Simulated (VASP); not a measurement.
# CoSi2 (Fm-3m) in VASP: notebook

CoSi2 is run at these levels: PBE; tasks: single point.

All numbers are computed with VASP 6.6.1; they aren't measurements. Logs are shortened: lines on timing, memory, paths and dates and some standing lists are left out, and cuts for length are marked.

### Step 1. The cell of the first run

It takes space group Fm-3m (No. 225, cubic). The conventional cell has a = 5.320 Å, b = 5.320 Å, c = 5.320 Å, α = 90.00°, β = 90.00°, γ = 90.00°. Co (site symmetry m-3m) has 8 Si at 2.30 Å within 3.0 Å. Si (site symmetry -43m) has 4 Co at 2.30 Å and 6 Si at 2.66 Å within 3.0 Å.

### Step 2. Single point, PBE, collinear spin, ferromagnetic start

File INCAR:

```
SYSTEM = CoSi2
ALGO     = Normal         ! electronic algorithm
EDIFF    = 1E-6           ! SCF threshold, eV
ENCUT    = 600            ! plane-wave cutoff, eV
GGA      = PE             ! functional
GGA_COMPAT= .False.      
ISIF     = 2              ! what is computed and relaxed
ISMEAR   = 0              ! smearing method
ISPIN    = 2              ! spin polarisation
LASPH    = .True.         ! aspherical terms in the spheres
LCHARG   = .False.        ! write CHGCAR
LMAXMIX  = 4              ! l up to which the mixer works
LORBIT   = 11             ! projections on sites
LREAL    = .False.        ! projectors in reciprocal space
LWAVE    = .False.        ! write WAVECAR
MAGMOM   = 3.2 0 0        ! initial moments
NBANDS   = 20             ! bands
NELM     = 200            ! most SCF steps
PREC     = Accurate       ! precision mode
SIGMA    = 0.1            ! smearing width, eV
```

File KPOINTS:

```
k-points
0
Gamma
  9 9 9
  0 0 0
```

File POSCAR:

```
CoSi2
1.0
    0.0000000000      2.6600263041      2.6600263041
    2.6600263041      0.0000000000      2.6600263041
    2.6600263041      2.6600263041      0.0000000000
Co Si
1 2
Direct
    0.0000000000      0.0000000000      0.0000000000
    0.2500000000      0.2500000000      0.2500000000
    0.7500000000      0.7500000000      0.7500000000
```

Potentials or basis: VASP PAW PBE potentials, release 64 (Co, Si).

The run is started by

```
> cat potpaw_PBE.64/Co/POTCAR potpaw_PBE.64/Si/POTCAR > POTCAR
> mpirun -np 1 vasp_std > vasp.out
```

OUTCAR:

```text
SYSTEM = CoSi2
   EDIFF = 1E-6
   ENCUT = 600
   GGA = PE
   ISIF = 2
   ISMEAR = 0
   ISPIN = 2
   LASPH = .True.
   LORBIT = 11
   LREAL = .False.
   NELM = 200
   PREC = Accurate

 ion  position               nearest neighbor table
   1  0.000  0.000  0.000-   3 2.30   3 2.30   3 2.30   2 2.30   2 2.30   2 2.30   3 2.30   2 2.30

   2  0.250  0.250  0.250-   1 2.30   1 2.30   1 2.30   1 2.30   3 2.66   3 2.66   3 2.66   3 2.66
                             3 2.66   3 2.66
   3  0.750  0.750  0.750-   1 2.30   1 2.30   1 2.30   1 2.30   2 2.66   2 2.66   2 2.66   2 2.66
                             2 2.66   2 2.66

  LATTYP: Found a face centered cubic cell.
 ALAT       =     5.3200526082

  Lattice vectors:

 A1 = (   0.0000000000,   2.6600263041,   2.6600263041)
 A2 = (   2.6600263041,   0.0000000000,   2.6600263041)
 A3 = (   2.6600263041,   2.6600263041,   0.0000000000)

Analysis of symmetry for initial positions (statically):
=====================================================================
 Subroutine PRICEL returns:
 Original cell was already a primitive cell.

 Routine SETGRP: Setting up the symmetry group for a
 face centered cubic supercell.

 Subroutine GETGRP returns: Found 48 space group operations
 (whereof 48 operations were pure point group operations)
 out of a pool of 48 trial point group operations.

The static configuration has the point symmetry O_h .

Analysis of symmetry for dynamics (positions and initial velocities):
=====================================================================
 Subroutine PRICEL returns:
 Original cell was already a primitive cell.

 Routine SETGRP: Setting up the symmetry group for a
 face centered cubic supercell.

 Subroutine GETGRP returns: Found 48 space group operations
 (whereof 48 operations were pure point group operations)
 out of a pool of 48 trial point group operations.

The dynamic configuration has the point symmetry O_h .

Analysis of structural, dynamic, and magnetic symmetry:
=====================================================================
 Subroutine PRICEL returns:
 Original cell was already a primitive cell.

 Routine SETGRP: Setting up the symmetry group for a
 face centered cubic supercell.

 Subroutine GETGRP returns: Found 48 space group operations
 (whereof 48 operations were pure point group operations)
 out of a pool of 48 trial point group operations.

The overall configuration has the point symmetry O_h .

 Subroutine INISYM returns: Found 48 space group operations
 (whereof 48 operations are pure point group operations),
 and found     1 'primitive' translations

----------------------------------------------------------------------------------------
[... 120 lines left out ...]
   GGA     = PE    functional components
   LHFCALC =     F    Hartree Fock is set to
   AEXX    =    0.0000 exact exchange contribution
   IVDW    =     0    specifies the selected vdW correction
   LEPSILON=     F    determine dielectric tensor
   LRPA    =     F    only Hartree local field effects (RPA)
 spin polarized calculation
 Gauss-broadening in eV      SIGMA  =   0.10
  energy-cutoff  :      600.00
  volume of cell :       37.64
 maximum number of plane-waves:      1279
 NGX is ok and might be reduce to    30
   NGX = 15   NGY = 15   NGZ = 15

 number of electron      17.0000002 magnetization      -0.0041007

 number of electron      17.0000002 magnetization       0.0000566

 Free energy of the ion-electron system (eV)
  ---------------------------------------------------
  ext. energy  EPLUGINS =         0.00000000
  ---------------------------------------------------
  free energy    TOTEN  =       -19.28242829 eV

  energy without entropy =      -19.27580782  energy(sigma->0) =      -19.27911805

 E-fermi :  10.3288     XC(G=0): -11.8397

 val. band max:       10.3184418050   @ k =  -0.2222   0.1111   0.0000
 cond. band min:      10.3560003098   @ k =   0.3333   0.1111   0.0000
 fundamental gap:      0.0375585048
 Fermi energy:        10.3287955805

 spin component 1

 k-point     1 :       0.0000    0.0000    0.0000
  band No.  band energies     occupation
      1      -2.9145      1.00000
      2       6.2009      1.00000
      3       6.2009      1.00000
      4       6.2009      1.00000
      5       8.3968      1.00000
      6       8.3968      1.00000
[... 541 lines left out ...]
     19      25.5782      0.00000
     20      25.6617      0.00000

 [... further k-points ...]

 spin component 2

 k-point     1 :       0.0000    0.0000    0.0000
  band No.  band energies     occupation
      1      -2.9147      1.00000
      2       6.2008      1.00000
      3       6.2008      1.00000
      4       6.2008      1.00000
      5       8.3967      1.00000
      6       8.3967      1.00000
[... 541 lines left out ...]
     19      25.5781      0.00000
     20      25.6616      0.00000

 [... further k-points ...]
[... 5 lines left out ...]
  --------------------------------------------------------------------------------------
  -------------------------------------------------------------------------------------
  Total        0.9595138      0.9595138      0.9595138      0.0000000      0.0000000     -0.0000000
  in kB       40.8388985     40.8388985     40.8388985      0.0000000      0.0000000     -0.0000000
  external PRESSURE =      40.8388985 kB  Pullay stress =       0.0000000 kB

 VOLUME and BASIS-vectors are now :
 -----------------------------------------------------------------------------
  energy-cutoff  :      600.00
  volume of cell :       37.64
      direct lattice vectors                 reciprocal lattice vectors
     0.000000000  2.660026304  2.660026304    -0.187968066  0.187968066  0.187968066
     2.660026304  0.000000000  2.660026304     0.187968066 -0.187968066  0.187968066
     2.660026304  2.660026304  0.000000000     0.187968066  0.187968066 -0.187968066

 POSITION                                       TOTAL-FORCE (eV/Angst)
 -----------------------------------------------------------------------------------
      0.00000      0.00000      0.00000         0.000000     -0.000000      0.000000
      1.33001      1.33001      1.33001         0.000000      0.000000      0.000000
      3.99004      3.99004      3.99004        -0.000000     -0.000000     -0.000000
 -----------------------------------------------------------------------------------
    total drift:                                0.000000     -0.000000     -0.000000

  FREE ENERGIE OF THE ION-ELECTRON SYSTEM (eV)
  ---------------------------------------------------
  free  energy   TOTEN  =       -19.2824282891 eV

  energy  without entropy=      -19.2758078209  energy(sigma->0) =      -19.27911805

 total charge

# of ion       s       p       d       tot
------------------------------------------
    1        0.551   0.743   7.617   8.912
    2        0.717   0.886   0.000   1.603
    3        0.717   0.886   0.000   1.603
--------------------------------------------------
tot          1.985   2.516   7.617  12.118

 magnetization (x)

# of ion       s       p       d       tot
------------------------------------------
    1        0.000  -0.000   0.000  -0.000
    2        0.000  -0.000   0.000  -0.000
    3        0.000  -0.000   0.000  -0.000
--------------------------------------------------
tot          0.000  -0.000   0.000  -0.000
```

It took 34 s on 1 thread of Intel Xeon 6975P-C (Granite Rapids), shared host; peak memory 0.21 GiB.

Results:

```yaml
Free_energy: -19.2824 eV
Pressure: 4.1 GPa
Net_moment: 0.00 μB per cell
Valence_electrons_inside_the_program's_atomic_spheres: Co 8.91; Si 1.60
```

Caveat: the cell stands under pressure.

### Step 3. Single point, PBE, collinear spin, ferromagnetic start

This run uses another cell than the first one, of 12.80 Å³/atom.

File INCAR:

```
PREC = Accurate
ENCUT = 600
EDIFF = 1E-6
ISMEAR = 0
SIGMA = 0.1
LREAL = False
LASPH = True
NELM = 200
ALGO = Normal
ISIF = 2
LWAVE = False
LCHARG = True
ISPIN = 2
MAGMOM = 3.2 0 0
LORBIT = 11
LMAXMIX = 4
GGA = PE
LELF = True
LVHAR = True
NBANDS = 20
GGA_COMPAT = False
```

File KPOINTS:

```
regular mesh
0
Gamma
  9 9 9
```

File POSCAR:

```
CoSi2
1.0
    0.0000000000      2.6780000000      2.6780000000
    2.6780000000      0.0000000000      2.6780000000
    2.6780000000      2.6780000000      0.0000000000
Co Si
1 2
Direct
    0.0000000000      0.0000000000      0.0000000000
    0.2500000000      0.2500000000      0.2500000000
    0.7500000000      0.7500000000      0.7500000000
```

Potentials or basis: VASP PAW PBE potentials, release 64 (Co, Si).

The run is started by

```
> cat potpaw_PBE.64/Co/POTCAR potpaw_PBE.64/Si/POTCAR > POTCAR
> mpirun -np 1 vasp_std > vasp.out
```

Wall time 37 s (1 thread of Intel Xeon 6975P-C (Granite Rapids), shared host); peak memory 0.21 GiB.

Results (log left out):

```yaml
Free_energy: -19.2929 eV
Pressure: 0.3 GPa
Net_moment: 0.00 μB per cell
Valence_electrons_inside_the_program's_atomic_spheres: Co 8.86; Si 1.59
```

Levels at points of the mesh, in eV from the Fermi level:
Spin up:
| k point | band 5 | band 6 | band 7 | band 8 | band 9 | band 10 | band 11 | band 12 | band 13 | band 14 |
| --- | --- | --- | --- | --- | --- | --- | --- | --- | --- | --- |
| (0.00, 0.00, 0.00) | -1.87 | -1.87 | 0.79 | 3.45 | 3.45 | 3.45 | 3.49 | 3.49 | 3.49 | 5.70 |
Spin down:
| k point | band 6 | band 7 | band 8 | band 9 | band 10 | band 11 | band 12 | band 13 |
| --- | --- | --- | --- | --- | --- | --- | --- | --- |
| (0.00, 0.00, 0.00) | -1.87 | 0.79 | 3.45 | 3.45 | 3.45 | 3.49 | 3.49 | 3.49 |

(Continued in part 2 of 2.)
